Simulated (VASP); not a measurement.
I:

```xyz
1
Lattice="0.0000 2.3656 3.9098 2.1922 0.0000 3.9098 2.1922 2.3656 0.0000" Properties=species:S:1:pos:R:3 pbc="T T T"
I     0.0000    0.0000    0.0000
```

| Quantity | Value |
| --- | --- |
| Program | VASP 6.6.1 |
| Task | relaxation of cell and atoms |
| Functional | BLYP |
| Potentials or basis | VASP PAW PBE potentials, release 64 (I) |
| Cutoff | 600 eV |
| k mesh | 9 × 9 × 9 |
| Occupations | fermi-dirac, width 0.05 eV |
| Spin | no spin polarisation |

At the start: pressure 3.1 GPa; volume 40.55 Å³/atom.

Task: How do energy, volume and symmetry change on relaxing?

Result: Over 31 steps the energy falls by 103.0 meV/atom and the volume is 75.61 Å³/atom (+86.4 %); space group Fmmm (No. 69, to 0.1 Å) before, I4/mmm (No. 139, to 0.1 Å).

The path:
```
step  energy change (eV)  largest force (eV/Å)  pressure (GPa)  volume (Å³)
   1              0.0000                0.0000            3.11        40.55
   2             -0.0407                0.0000            0.07        45.35
   3             -0.0408                0.0000            0.21        45.04
   4             -0.0508                0.0000            0.17        46.00
   5             -0.0714                0.0000            0.17        48.84
   6             -0.0887                0.0000            0.35        54.33
   7             -0.0909                0.0000            0.44        56.80
   8             -0.0857                0.0000           -0.69        63.42
   9             -0.0936                0.0000           -0.04        59.13
  10             -0.0956                0.0000           -0.08        60.65
  11             -0.0985                0.0000           -0.16        64.25
  12             -0.0985                0.0000            0.33        63.92
  13             -0.0995                0.0000            0.08        64.09
  14             -0.0998                0.0000            0.09        64.66
  15             -0.1006                0.0000            0.12        66.36
  16             -0.1016                0.0000            0.17        69.73
  17             -0.1019                0.0000            0.12        70.27
  18             -0.1022                0.0000            0.06        71.13
  19             -0.1024                0.0000           -0.07        72.87
  20             -0.1024                0.0000           -0.03        72.35
  21             -0.1024                0.0000           -0.03        72.62
  22             -0.1026                0.0000           -0.04        73.40
  23             -0.1029                0.0000           -0.05        74.97
  24             -0.1027                0.0000           -0.07        78.12
  25             -0.1029                0.0000           -0.05        75.84
  26             -0.1029                0.0000            0.04        75.53
  27             -0.1030                0.0000            0.00        75.66
  28             -0.1030                0.0000            0.00        75.65
  29             -0.1030                0.0000            0.00        75.63
  30             -0.1030                0.0000            0.00        75.62
  31             -0.1030                0.0000           -0.01        75.61
```

Final structure:
```
CELL_PARAMETERS angstrom
0.00000 2.36012 6.78696
2.36015 0.00000 6.78696
2.36015 2.36012 0.00000
ATOMIC_POSITIONS crystal
I 0.00000 0.00000 0.00000
```

Caveat: the volume moved by over 15 % at a fixed basis, so the end points are rough; the PAW data sets were made with another functional, which shifts forces and pressure a little; an odd number of electrons without spin polarisation forces a metal; a magnetic or distorted state may lie lower.
